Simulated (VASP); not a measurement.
# Ru (Fm-3m) in VASP: single point with PBE

Aim: the single point of Ru with PBE.

Program: VASP 6.6.1. These are calculated values, not measurements. Logs are shortened: lines on timing, memory, paths and dates and some standing lists are left out, and cuts for length are marked.

### 1 The cell of the first run

It takes space group Fm-3m (No. 225, cubic). Conventional cell: a = 3.658 Å, b = 3.658 Å, c = 3.658 Å, α = 90.00°, β = 90.00°, γ = 90.00°. Ru (site symmetry m-3m) has 12 Ru at 2.59 Å within 3.4 Å.

### 2 Single point, PBE, collinear spin, zero start

INCAR

```
PREC = Accurate ; ENCUT = 500
EDIFF = 1E-6 ; ISMEAR = -1
SIGMA = 0.1 ; LREAL = False
LASPH = True ; NELM = 200
ALGO = Normal ; ISIF = 2
LWAVE = False ; LCHARG = False
ISPIN = 2 ; MAGMOM = 0
LORBIT = 11 ; LMAXMIX = 4
GGA = PE ; NBANDS = 17
GGA_COMPAT = False
```

KPOINTS

```
Automatic mesh
0
Gamma
  8 8 8
```

POSCAR

```
Ru
1.0
    0.0000000000      1.8290000000      1.8290000000
    1.8290000000      0.0000000000      1.8290000000
    1.8290000000      1.8290000000      0.0000000000
Ru
1
Direct
    0.0000000000      0.0000000000      0.0000000000
```

Potentials or basis: VASP PAW PBE potentials, release 64 (Ru_pv).

Command:

```sh
cat potpaw_PBE.64/Ru_pv/POTCAR > POTCAR
mpirun -np 1 vasp_std > vasp.out
```

OUTCAR:

```text
PREC = Accurate
   ENCUT = 500
   EDIFF = 1E-6
   ISMEAR = -1
   LREAL = False
   LASPH = True
   NELM = 200
   ISIF = 2
   ISPIN = 2
   LORBIT = 11
   GGA = PE

 ion  position               nearest neighbor table
   1  0.000  0.000  0.000-

  LATTYP: Found a face centered cubic cell.
 ALAT       =     3.6580000000

  Lattice vectors:

 A1 = (   0.0000000000,   1.8290000000,   1.8290000000)
 A2 = (   1.8290000000,   0.0000000000,   1.8290000000)
 A3 = (   1.8290000000,   1.8290000000,   0.0000000000)

Analysis of symmetry for initial positions (statically):
=====================================================================
 Subroutine PRICEL returns:
 Original cell was already a primitive cell.

 Routine SETGRP: Setting up the symmetry group for a
 face centered cubic supercell.

 Subroutine GETGRP returns: Found 48 space group operations
 (whereof 48 operations were pure point group operations)
 out of a pool of 48 trial point group operations.

The static configuration has the point symmetry O_h .

Analysis of symmetry for dynamics (positions and initial velocities):
=====================================================================
 Subroutine PRICEL returns:
 Original cell was already a primitive cell.

 Routine SETGRP: Setting up the symmetry group for a
 face centered cubic supercell.

 Subroutine GETGRP returns: Found 48 space group operations
 (whereof 48 operations were pure point group operations)
 out of a pool of 48 trial point group operations.

The dynamic configuration has the point symmetry O_h .

Analysis of structural, dynamic, and magnetic symmetry:
=====================================================================
 Subroutine PRICEL returns:
 Original cell was already a primitive cell.

 Routine SETGRP: Setting up the symmetry group for a
 face centered cubic supercell.

 Subroutine GETGRP returns: Found 48 space group operations
 (whereof 48 operations were pure point group operations)
 out of a pool of 48 trial point group operations.

The overall configuration has the point symmetry O_h .

 Subroutine INISYM returns: Found 48 space group operations
 (whereof 48 operations are pure point group operations),
 and found     1 'primitive' translations

----------------------------------------------------------------------------------------

                                     Primitive cell

  volume of cell :      12.2369

  direct lattice vectors                    reciprocal lattice vectors
     0.000000000  1.829000000  1.829000000    -0.273373428  0.273373428  0.273373428
     1.829000000  0.000000000  1.829000000     0.273373428 -0.273373428  0.273373428
     1.829000000  1.829000000  0.000000000     0.273373428  0.273373428 -0.273373428

  length of vectors
     2.586596606  2.586596606  2.586596606     0.473496667  0.473496667  0.473496667

  position of ions in fractional coordinates (direct lattice)
     0.000000000  0.000000000  0.000000000

  ion indices of the primitive-cell ions
   primitive index   ion index
                 1           1

----------------------------------------------------------------------------------------

 KPOINTS: Automatic mesh

Automatic generation of k-mesh.
 Grid dimensions read from file:
 generate k-points for:    8    8    8

 Generating k-lattice:

  Cartesian coordinates                     Fractional coordinates (reciprocal lattice)
    -0.034171679  0.034171679  0.034171679     0.125000000  0.000000000  0.000000000
     0.034171679 -0.034171679  0.034171679     0.000000000  0.125000000  0.000000000
     0.034171679  0.034171679 -0.034171679     0.000000000  0.000000000  0.125000000

  Length of vectors
     0.059187083  0.059187083  0.059187083

  Shift w.r.t. Gamma in fractional coordinates (k-lattice)
     0.000000000  0.000000000  0.000000000

 Subroutine IBZKPT returns following result:
 ===========================================

 Found     29 irreducible k-points:

 Following reciprocal coordinates:
            Coordinates               Weight
  0.000000  0.000000  0.000000      1.000000
  0.125000  0.000000  0.000000      8.000000
  0.250000  0.000000  0.000000      8.000000
  0.375000  0.000000  0.000000      8.000000
  0.500000  0.000000  0.000000      4.000000
  0.125000  0.125000  0.000000      6.000000
[... 16 lines left out ...]
  0.500000  0.250000  0.125000     48.000000
 -0.375000  0.250000  0.125000     24.000000
 [... further k-points ...]
   k-points           NKPTS =     29   k-points in BZ     NKDIM =     29   number of bands    NBANDS=     17
   number of dos      NEDOS =    301   number of ions     NIONS =      1
   total plane-waves  NPLWV =   8000
   dimension x,y,z NGX =    20 NGY =   20 NGZ =   20
   dimension x,y,z NGXF=    40 NGYF=   40 NGZF=   40
   ions per type =               1
   NGX,Y,Z   is equivalent  to a cutoff of  12.85, 12.85, 12.85 a.u.
   NGXF,Y,Z  is equivalent  to a cutoff of  25.71, 25.71, 25.71 a.u.
 SYSTEM =  unknown system
   PREC   = accura    normal or accurate (medium, high low for compatibility)
   ISTART =      0    job   : 0-new  1-cont  2-samecut
   ICHARG =      2    charge: 1-file 2-atom 10-const
   ISPIN  =      2    spin polarized calculation?
   LNONCOLLINEAR =      F non collinear calculations
   LSORBIT =      F    spin-orbit coupling
   LASPH  =      T    aspherical Exc in radial PAW
   ENCUT  =  500.0 eV  36.75 Ry    6.06 a.u.   4.72  4.72  4.72*2*pi/ulx,y,z
   NELM   =    200;   NELMIN=  2; NELMDL= -5     # of ELM steps
   EDIFF  = 0.1E-05   stopping-criterion for ELM
   LREAL  =      F    real-space projection
   EDIFFG = 0.1E-04   stopping-criterion for IOM
   NSW    =      0    number of steps for IOM
   IBRION =     -1    ionic relax: 0-MD 1-quasi-New 2-CG
   NFREE  =      0    steps in history (QN), initial steepest desc. (CG)
   ISIF   =      2    stress and relaxation
   ISYM   =      2    0-nonsym 1-usesym 2-fastsym
   POTIM  = 0.5000    time-step for ionic-motion
   TEBEG  =    0.0;   TEEND  =   0.0 temperature during run
   PSTRESS=    0.0 pullay stress
   NELECT =      14.0000    total number of electrons
   NUPDOWN=      -1.0000    fix difference up-down
   EMIN   =  10.00;   EMAX   =-10.00  energy-range for DOS
   EFERMI =   0.00;   METHOD = LEGACY
   ISMEAR =    -1;   SIGMA  =   0.10  broadening in eV -4-tet -1-fermi 0-gaus
   EFERMI_NEDOS =   21; number of points for ismear=-14 and -15
   IALGO  =     38    algorithm
   IMIX   =      4    mixing-type and parameters
     AMIX     =   0.40;   BMIX     =  1.00
     AMIX_MAG =   1.60;   BMIX_MAG =  1.00
  volume/ion in A,a.u.               =      12.24        82.58
  Fermi-wavevector in a.u.,A,eV,Ry     =   1.712224  3.235633 39.888330  2.931710
  Thomas-Fermi vector in A             =   2.790192
   LORBIT       =     11    0 simple, 1 ext, 2 COOP (PROOUT), +10 PAW based schemes
   GGA     = PE    functional components
   LHFCALC =     F    Hartree Fock is set to
   AEXX    =    0.0000 exact exchange contribution
   IVDW    =     0    specifies the selected vdW correction
   LEPSILON=     F    determine dielectric tensor
   LRPA    =     F    only Hartree local field effects (RPA)
 spin polarized calculation
  energy-cutoff  :      500.00
  volume of cell :       12.24
 maximum number of plane-waves:       331
   NGX =  9   NGY =  9   NGZ =  9

 number of electron      13.9999997 magnetization      -0.0000036

 number of electron      13.9999997 magnetization       0.0000117

 Free energy of the ion-electron system (eV)
  ---------------------------------------------------
  ext. energy  EPLUGINS =         0.00000000
  ---------------------------------------------------
  free energy    TOTEN  =        -8.95706824 eV

  energy without entropy =       -8.93385100  energy(sigma->0) =       -8.94545962

 E-fermi :  14.6354     XC(G=0): -14.7716

 val. band max:       14.6069605944   @ k =   0.0000   0.0000   0.0000
 cond. band min:      14.7737454840   @ k =   0.2500   0.0000   0.0000
 fundamental gap:      0.1667848896
 Fermi energy:        14.6353635004

 spin component 1

 k-point     1 :       0.0000    0.0000    0.0000
  band No.  band energies     occupation
      1     -27.6797      1.00000
      2     -27.6797      1.00000
      3     -27.6797      1.00000
      4       6.2345      1.00000
      5      11.7302      1.00000
      6      11.7302      1.00000
[... 9 lines left out ...]
     16      51.3709      0.00000
     17      51.3709      0.00000

 k-point     2 :       0.1250    0.0000    0.0000
  band No.  band energies     occupation
      1     -27.9123      1.00000
      2     -27.7091      1.00000
      3     -27.7091      1.00000
      4       6.9392      1.00000
      5      11.3872      1.00000
      6      12.0135      1.00000
[... 9 lines left out ...]
     16      48.2933      0.00000
     17      48.7473      0.00000
[... 421 lines left out ...]
 k-point    24 :      -0.3750    0.2500    0.1250
  band No.  band energies     occupation
      1     -28.9773      1.00000
      2     -28.2778      1.00000
      3     -28.0043      1.00000
      4       9.2679      1.00000
      5      10.1492      1.00000
      6      12.3003      1.00000
[... 9 lines left out ...]
     16      46.7011      0.00000
     17      52.5468      0.00000

 [... further k-points ...]

 spin component 2

 k-point     1 :       0.0000    0.0000    0.0000
  band No.  band energies     occupation
      1     -27.6797      1.00000
      2     -27.6797      1.00000
      3     -27.6797      1.00000
      4       6.2345      1.00000
      5      11.7302      1.00000
      6      11.7302      1.00000
[... 9 lines left out ...]
     16      51.3709      0.00000
     17      51.3709      0.00000

 k-point     2 :       0.1250    0.0000    0.0000
  band No.  band energies     occupation
      1     -27.9123      1.00000
      2     -27.7091      1.00000
      3     -27.7091      1.00000
      4       6.9392      1.00000
      5      11.3872      1.00000
      6      12.0135      1.00000
[... 9 lines left out ...]
     16      48.2933      0.00000
     17      48.7473      0.00000
[... 421 lines left out ...]
 k-point    24 :      -0.3750    0.2500    0.1250
  band No.  band energies     occupation
      1     -28.9773      1.00000
      2     -28.2778      1.00000
      3     -28.0043      1.00000
      4       9.2679      1.00000
      5      10.1492      1.00000
      6      12.3003      1.00000
[... 9 lines left out ...]
     16      46.7011      0.00000
     17      52.5473      0.00000

 [... further k-points ...]
[... 5 lines left out ...]
  --------------------------------------------------------------------------------------
  -------------------------------------------------------------------------------------
  Total        3.7774633      3.7774633      3.7774633      0.0000000      0.0000000     -0.0000000
  in kB      494.5836137    494.5836137    494.5836137      0.0000000      0.0000000     -0.0000000
  external PRESSURE =     494.5836137 kB  Pullay stress =       0.0000000 kB

 VOLUME and BASIS-vectors are now :
 -----------------------------------------------------------------------------
  energy-cutoff  :      500.00
  volume of cell :       12.24
      direct lattice vectors                 reciprocal lattice vectors
     0.000000000  1.829000000  1.829000000    -0.273373428  0.273373428  0.273373428
     1.829000000  0.000000000  1.829000000     0.273373428 -0.273373428  0.273373428
     1.829000000  1.829000000  0.000000000     0.273373428  0.273373428 -0.273373428

 POSITION                                       TOTAL-FORCE (eV/Angst)
 -----------------------------------------------------------------------------------
      0.00000      0.00000      0.00000         0.000000      0.000000      0.000000
 -----------------------------------------------------------------------------------
    total drift:                                0.000000     -0.000000      0.000000

  FREE ENERGIE OF THE ION-ELECTRON SYSTEM (eV)
  ---------------------------------------------------
  free  energy   TOTEN  =        -8.9570682368 eV

  energy  without entropy=       -8.9338509975  energy(sigma->0) =       -8.94545962

 total charge

# of ion       s       p       d       tot
------------------------------------------
    1        0.454   6.371   6.096  12.921

 magnetization (x)

# of ion       s       p       d       tot
------------------------------------------
    1        0.000  -0.000  -0.000  -0.000
```

It took 19 s on 1 thread of Intel Xeon 8259CL, shared host; peak memory 0.14 GiB.

Results:

```yaml
Free_energy: -8.9571 eV
Pressure: 49.5 GPa
Band_gap_on_the_k_mesh: zero (filled and empty bands overlap)
Net_moment: 0.00 μB per cell
Valence_electrons_inside_the_program's_atomic_spheres: Ru 12.92
```

Caveat: the k points lie up to 0.37 Å⁻¹ apart.
